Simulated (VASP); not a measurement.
# TiB2 (P6/mmm) in VASP: notebook

Runs on TiB2. Level: r2SCAN. Tasks: single point.

Everything below comes from runs of VASP 6.6.1. Logs are shortened: lines on timing, memory, paths and dates and some standing lists are left out, and cuts for length are marked.

## 1. The cell of the first run

The structure is hexagonal, space group P6/mmm (No. 191). The conventional cell has a = 2.903 Å, b = 2.903 Å, c = 3.094 Å, α = 90.00°, β = 90.00°, γ = 120.00°. Within 3.0 Å of Ti (site symmetry 6/mmm) lie 12 B at 2.28 Å and 6 Ti at 2.90 Å. Within 2.2 Å of B (site symmetry -6m2) lie 3 B at 1.68 Å.

## 2. Single point, r2SCAN

POSCAR reads:

```
TiB2
1.0
    2.9028338062      0.0000000000      0.0000000000
   -1.4514169031      2.5139276724      0.0000000000
    0.0000000000      0.0000000000      3.0937239733
Ti B
1 2
Direct
    0.0000000000      0.0000000000      0.0000000000
    0.3333333333      0.6666666667      0.5000000000
    0.6666666667      0.3333333333      0.5000000000
```

INCAR.step1 reads:

```
SYSTEM = TiB2
  ALGO = Normal
  EDIFF = 1E-4
  ENCUT = 520
  GGA = PE
  ISMEAR = -1
  LASPH = .TRUE.
  LCHARG = .FALSE.
  LREAL = .FALSE.
  LWAVE = .TRUE.
  NBANDS = 16
  NELM = 100
  PREC = Accurate
  SIGMA = 0.15
```

INCAR.step2 reads:

```
SYSTEM = TiB2
  ALGO = Normal
  EDIFF = 1E-6
  ENCUT = 520
  ISIF = 2
  ISMEAR = -1
  ISTART = 1
  LASPH = .TRUE.
  LCHARG = .TRUE.
  LELF = .TRUE.
  LMIXTAU = .TRUE.
  LREAL = .FALSE.
  LVHAR = .TRUE.
  LWAVE = .FALSE.
  METAGGA = R2SCAN
  NBANDS = 16
  NELM = 100
  PREC = Accurate
  SIGMA = 0.15
```

KPOINTS reads:

```
k-points
0
G
  11 11 9
  0 0 0
```

Potentials or basis: VASP PAW PBE potentials, release 64 (Ti_sv, B).

Started as:

```bash
$ cat potpaw_PBE.64/Ti_sv/POTCAR potpaw_PBE.64/B/POTCAR > POTCAR
$ cp INCAR.step1 INCAR
$ mpirun -np 1 vasp_std > vasp.out
$ cp INCAR.step2 INCAR
$ mpirun -np 1 vasp_std > vasp.out
```

OUTCAR:

```text
SYSTEM = TiB2
   EDIFF = 1E-6
   ENCUT = 520
   ISIF = 2
   ISMEAR = -1
   ISTART = 1
   LASPH = .TRUE.
   LREAL = .FALSE.
   METAGGA = R2SCAN
   NELM = 100
   PREC = Accurate

 ion  position               nearest neighbor table
   1  0.000  0.000  0.000-   2 2.28   2 2.28   3 2.28   3 2.28   2 2.28   3 2.28   2 2.28   3 2.28
                             3 2.28   3 2.28   2 2.28   2 2.28
   2  0.333  0.667  0.500-   3 1.68   3 1.68   3 1.68   1 2.28   1 2.28   1 2.28   1 2.28   1 2.28
                             1 2.28
   3  0.667  0.333  0.500-   2 1.68   2 1.68   2 1.68   1 2.28   1 2.28   1 2.28   1 2.28   1 2.28
                             1 2.28

  LATTYP: Found a hexagonal cell.
 ALAT       =     2.9028338062
 C/A-ratio  =     1.0657599366

  Lattice vectors:

 A1 = (   2.9028338062,   0.0000000000,   0.0000000000)
 A2 = (  -1.4514169031,   2.5139276724,   0.0000000000)
 A3 = (   0.0000000000,   0.0000000000,   3.0937239733)

Analysis of symmetry for initial positions (statically):
=====================================================================
 Subroutine PRICEL returns:
 Original cell was already a primitive cell.

 Routine SETGRP: Setting up the symmetry group for a
 hexagonal supercell.

 Subroutine GETGRP returns: Found 24 space group operations
 (whereof 24 operations were pure point group operations)
 out of a pool of 24 trial point group operations.

The static configuration has the point symmetry D_6h.

Analysis of symmetry for dynamics (positions and initial velocities):
=====================================================================
 Subroutine PRICEL returns:
 Original cell was already a primitive cell.

 Routine SETGRP: Setting up the symmetry group for a
 hexagonal supercell.

 Subroutine GETGRP returns: Found 24 space group operations
 (whereof 24 operations were pure point group operations)
 out of a pool of 24 trial point group operations.

The dynamic configuration has the point symmetry D_6h.

 Subroutine INISYM returns: Found 24 space group operations
 (whereof 24 operations are pure point group operations),
 and found     1 'primitive' translations

----------------------------------------------------------------------------------------

                                     Primitive cell

  volume of cell :      22.5765

  direct lattice vectors                    reciprocal lattice vectors
     2.902833806  0.000000000  0.000000000     0.344490958  0.198891959  0.000000000
    -1.451416903  2.513927672  0.000000000     0.000000000  0.397783918  0.000000000
     0.000000000  0.000000000  3.093723973     0.000000000  0.000000000  0.323235043

  length of vectors
     2.902833806  2.902833679  3.093723973     0.397783901  0.397783918  0.323235043

  position of ions in fractional coordinates (direct lattice)
     0.000000000  0.000000000  0.000000000
     0.333333333  0.666666667  0.500000000
     0.666666667  0.333333333  0.500000000

  ion indices of the primitive-cell ions
   primitive index   ion index
                 1           1
                 2           2
                 3           3

----------------------------------------------------------------------------------------

 KPOINTS: k-points

Automatic generation of k-mesh.
 Grid dimensions read from file:
 generate k-points for:   11   11    9

 Generating k-lattice:

  Cartesian coordinates                     Fractional coordinates (reciprocal lattice)
     0.031317360  0.018081087  0.000000000     0.090909091  0.000000000  0.000000000
     0.000000000  0.036162174  0.000000000     0.000000000  0.090909091  0.000000000
     0.000000000  0.000000000  0.035915005     0.000000000  0.000000000  0.111111111

  Length of vectors
     0.036162173  0.036162174  0.035915005

  Shift w.r.t. Gamma in fractional coordinates (k-lattice)
     0.000000000  0.000000000  0.000000000

 Subroutine IBZKPT returns following result:
 ===========================================

 Found     80 irreducible k-points:

 Following reciprocal coordinates:
            Coordinates               Weight
  0.000000  0.000000  0.000000      1.000000
  0.090909 -0.000000  0.000000      6.000000
  0.181818 -0.000000  0.000000      6.000000
  0.272727 -0.000000  0.000000      6.000000
  0.363636 -0.000000  0.000000      6.000000
  0.454545 -0.000000  0.000000      6.000000
[... 16 lines left out ...]
  0.090909  0.090909  0.111111     12.000000
  0.181818  0.090909  0.111111     24.000000
 [... further k-points ...]
   k-points           NKPTS =     80   k-points in BZ     NKDIM =     80   number of bands    NBANDS=     16
   number of dos      NEDOS =    301   number of ions     NIONS =      3
   total plane-waves  NPLWV =  13824
   dimension x,y,z NGX =    24 NGY =   24 NGZ =   24
   dimension x,y,z NGXF=    48 NGYF=   48 NGZF=   48
   ions per type =               1   2
   NGX,Y,Z   is equivalent  to a cutoff of  13.74, 13.74, 12.90 a.u.
   NGXF,Y,Z  is equivalent  to a cutoff of  27.49, 27.49, 25.79 a.u.
 SYSTEM =  TiB2
   PREC   = accura    normal or accurate (medium, high low for compatibility)
   ISTART =      1    job   : 0-new  1-cont  2-samecut
   ICHARG =      0    charge: 1-file 2-atom 10-const
   ISPIN  =      1    spin polarized calculation?
   LNONCOLLINEAR =      F non collinear calculations
   LSORBIT =      F    spin-orbit coupling
   LASPH  =      T    aspherical Exc in radial PAW
   ENCUT  =  520.0 eV  38.22 Ry    6.18 a.u.   5.40  5.40  5.75*2*pi/ulx,y,z
   NELM   =    100;   NELMIN=  2; NELMDL=  0     # of ELM steps
   EDIFF  = 0.1E-05   stopping-criterion for ELM
   LREAL  =      F    real-space projection
   EDIFFG = 0.1E-04   stopping-criterion for IOM
   NSW    =      0    number of steps for IOM
   IBRION =     -1    ionic relax: 0-MD 1-quasi-New 2-CG
   NFREE  =      0    steps in history (QN), initial steepest desc. (CG)
   ISIF   =      2    stress and relaxation
   ISYM   =      2    0-nonsym 1-usesym 2-fastsym
   POTIM  = 0.5000    time-step for ionic-motion
   TEBEG  =    0.0;   TEEND  =   0.0 temperature during run
   PSTRESS=    0.0 pullay stress
   NELECT =      18.0000    total number of electrons
   NUPDOWN=      -1.0000    fix difference up-down
   EMIN   =  10.00;   EMAX   =-10.00  energy-range for DOS
   EFERMI =   0.00;   METHOD = LEGACY
   ISMEAR =    -1;   SIGMA  =   0.15  broadening in eV -4-tet -1-fermi 0-gaus
   EFERMI_NEDOS =   21; number of points for ismear=-14 and -15
   IALGO  =     38    algorithm
   IMIX   =      4    mixing-type and parameters
     AMIX     =   0.40;   BMIX     =  1.00
     AMIX_MAG =   1.60;   BMIX_MAG =  1.00
  volume/ion in A,a.u.               =       7.53        50.78
  Fermi-wavevector in a.u.,A,eV,Ry     =   1.518029  2.868659 31.353443  2.304413
  Thomas-Fermi vector in A             =   2.627205
   LORBIT       =      0    0 simple, 1 ext, 2 COOP (PROOUT), +10 PAW based schemes
   METAGGA = R2SCAN    functional components
   LHFCALC =     F    Hartree Fock is set to
   AEXX    =    0.0000 exact exchange contribution
   IVDW    =     0    specifies the selected vdW correction
   LEPSILON=     F    determine dielectric tensor
   LRPA    =     F    only Hartree local field effects (RPA)
 non-spin polarized calculation
  energy-cutoff  :      520.00
  volume of cell :       22.58
 maximum number of plane-waves:       627
 NGX is ok and might be reduce to    24
   NGX = 11   NGY = 11   NGZ = 11

 number of electron      17.9999999 magnetization

 Free energy of the ion-electron system (eV)
  ---------------------------------------------------
  ext. energy  EPLUGINS =         0.00000000
  ---------------------------------------------------
  free energy    TOTEN  =       -30.61893723 eV

  energy without entropy =      -30.59522943  energy(sigma->0) =      -30.60708333

 E-fermi :  11.5519     XC(G=0): -14.4570

 val. band max:       11.5116716621   @ k =   0.1818   0.1818   0.1111
 cond. band min:      11.5779582065   @ k =   0.0909  -0.0000   0.3333
 fundamental gap:      0.0662865444
 Fermi energy:        11.5518824340

 k-point     1 :       0.0000    0.0000    0.0000
  band No.  band energies     occupation
      1     -47.4555      2.00000
      2     -22.8049      2.00000
      3     -22.3677      2.00000
      4     -22.3677      2.00000
      5      -3.6071      2.00000
      6       8.5274      2.00000
[... 8 lines left out ...]
     15      18.1322      0.00000
     16      19.7953      0.00000

 k-point     2 :       0.0909   -0.0000    0.0000
  band No.  band energies     occupation
      1     -47.4476      2.00000
      2     -22.7952      2.00000
      3     -22.4228      2.00000
      4     -22.3797      2.00000
      5      -3.4214      2.00000
      6       8.0188      2.00000
[... 8 lines left out ...]
     15      19.2936      0.00000
     16      20.3771      0.00000

 k-point     3 :       0.1818   -0.0000    0.0000
  band No.  band energies     occupation
      1     -47.4265      2.00000
      2     -22.7694      2.00000
      3     -22.5688      2.00000
      4     -22.4120      2.00000
      5      -2.8808      2.00000
      6       6.7572      2.00000
[... 8 lines left out ...]
     15      21.0222      0.00000
     16      21.4796      0.00000

 k-point     4 :       0.2727   -0.0000    0.0000
  band No.  band energies     occupation
      1     -47.3988      2.00000
      2     -22.7558      2.00000
      3     -22.7353      2.00000
      4     -22.4539      2.00000
      5      -2.0281      2.00000
      6       5.1760      2.00000
[... 8 lines left out ...]
     15      20.4522      0.00000
     16      22.4689      0.00000
[... 324 lines left out ...]
 k-point    22 :       0.4545   -0.0000    0.1111
  band No.  band energies     occupation
      1     -47.3547      2.00000
      2     -23.0147      2.00000
      3     -22.7205      2.00000
      4     -22.5101      2.00000
      5       0.4761      2.00000
      6       1.9351      2.00000
[... 8 lines left out ...]
     15      21.5313      0.00000
     16      22.3373      0.00000

 k-point    23 :       0.0909    0.0909    0.1111
  band No.  band energies     occupation
      1     -47.4299      2.00000
      2     -22.8180      2.00000
      3     -22.5155      2.00000
      4     -22.4016      2.00000
      5      -2.8755      2.00000
      6       7.3163      2.00000
[... 8 lines left out ...]
     15      20.3915      0.00000
     16      20.7582      0.00000

 k-point    24 :       0.1818    0.0909    0.1111
  band No.  band energies     occupation
      1     -47.4056      2.00000
      2     -22.7869      2.00000
      3     -22.6720      2.00000
      4     -22.4469      2.00000
      5      -2.2025      2.00000
      6       5.9734      2.00000
[... 8 lines left out ...]
     15      21.0283      0.00000
     16      22.2219      0.00000

 [... further k-points ...]
[... 5 lines left out ...]
  --------------------------------------------------------------------------------------
  -------------------------------------------------------------------------------------
  Total        6.3349391      6.3349384      5.1613842      0.0000000      0.0000000      0.0000000
  in kB      449.5691648    449.5691123    366.2859481      0.0000000      0.0000000      0.0000000
  external PRESSURE =     421.8080750 kB  Pullay stress =       0.0000000 kB

 VOLUME and BASIS-vectors are now :
 -----------------------------------------------------------------------------
  energy-cutoff  :      520.00
  volume of cell :       22.58
      direct lattice vectors                 reciprocal lattice vectors
     2.902833806  0.000000000  0.000000000     0.344490958  0.198891959  0.000000000
    -1.451416903  2.513927672  0.000000000     0.000000000  0.397783918  0.000000000
     0.000000000  0.000000000  3.093723973     0.000000000  0.000000000  0.323235043

 POSITION                                       TOTAL-FORCE (eV/Angst)
 -----------------------------------------------------------------------------------
      0.00000      0.00000      0.00000        -0.000000      0.000000     -0.000000
     -0.00000      1.67595      1.54686         0.000000     -0.000000      0.000000
      1.45142      0.83798      1.54686        -0.000000      0.000000     -0.000000
 -----------------------------------------------------------------------------------
    total drift:                               -0.000000      0.000000      0.000000

  FREE ENERGIE OF THE ION-ELECTRON SYSTEM (eV)
  ---------------------------------------------------
  free  energy   TOTEN  =       -30.6189372331 eV

  energy  without entropy=      -30.5952294277  energy(sigma->0) =      -30.60708333
```

It took 70 s on 1 thread of Intel Xeon Platinum 8488C (Sapphire Rapids), shared host; peak memory 0.16 GiB.

Results:

```
Free energy            : -30.6189 eV
Pressure               : 42.2 GPa
Band gap on the k mesh : zero (band 9 reaches 11.82 eV, above the bottom of band 10 at 11.27 eV)
```

Caveat: the PAW data sets were made with another functional, which shifts forces and pressure a little.

## 3. Single point, r2SCAN

This run uses another cell than the first one, of 7.87 Å³/atom, 1.045 times its volume.

POSCAR reads:

```
TiB2
1.0
    2.9461660724      0.0000000000      0.0000000000
   -1.4730830362      2.5514545135      0.0000000000
    0.0000000000      0.0000000000      3.1399057666
Ti B
1 2
Direct
    0.0000000000      0.0000000000      0.0000000000
    0.3333333333      0.6666666667      0.5000000000
    0.6666666667      0.3333333333      0.5000000000
```

INCAR.step1 reads:

```
SYSTEM = TiB2
ALGO = Normal ; EDIFF = 1E-4
ENCUT = 520 ; GGA = PE
ISMEAR = -1 ; LASPH = .True.
LCHARG = .False. ; LREAL = .False.
LWAVE = .True. ; NBANDS = 16
NELM = 80 ; PREC = Accurate
SIGMA = 0.15
```

INCAR.step2 reads:

```
SYSTEM = TiB2
ALGO = Normal ; EDIFF = 1E-6
ENCUT = 520 ; ISIF = 2
ISMEAR = -1 ; ISTART = 1
LASPH = .True. ; LCHARG = .False.
LMIXTAU = .True. ; LREAL = .False.
LWAVE = .False. ; METAGGA = R2SCAN
NBANDS = 16 ; NELM = 80
PREC = Accurate ; SIGMA = 0.15
```

KPOINTS reads:

```
k-points
0
Gamma
  11 11 9
  0 0 0
```

Potentials or basis: VASP PAW PBE potentials, release 64 (Ti_sv, B).

Started as:

```bash
$ cat potpaw_PBE.64/Ti_sv/POTCAR potpaw_PBE.64/B/POTCAR > POTCAR
$ cp INCAR.step1 INCAR
$ mpirun -np 1 vasp_std > vasp.out
$ cp INCAR.step2 INCAR
$ mpirun -np 1 vasp_std > vasp.out
```

Run time: 73 s. Hardware: 1 thread of Intel Xeon Platinum 8488C (Sapphire Rapids), shared host; peak memory 0.16 GiB.

It converged, with:

| Quantity | Value |
| --- | --- |
| Free energy | -30.8341 eV |
| Pressure | 25.2 GPa |
| Band gap on the k mesh | zero (band 9 reaches 11.29 eV, above the bottom of band 10 at 10.77 eV) |

Stress tensor (GPa, compression positive):
```
26.88  0.00  0.00
 0.00 26.88  0.00
 0.00  0.00 21.79
```

Levels at points of the mesh, in eV from the Fermi level:
```tsv
k point	band 7	band 8	band 9	band 10	band 11	band 12
(0.00, 0.00, 0.00)	-2.92	-2.59	-2.37	2.29	2.29	4.33
```

Caveat: the PAW data sets were made with another functional, which shifts forces and pressure a little.

(Continued in part 2 of 2.)
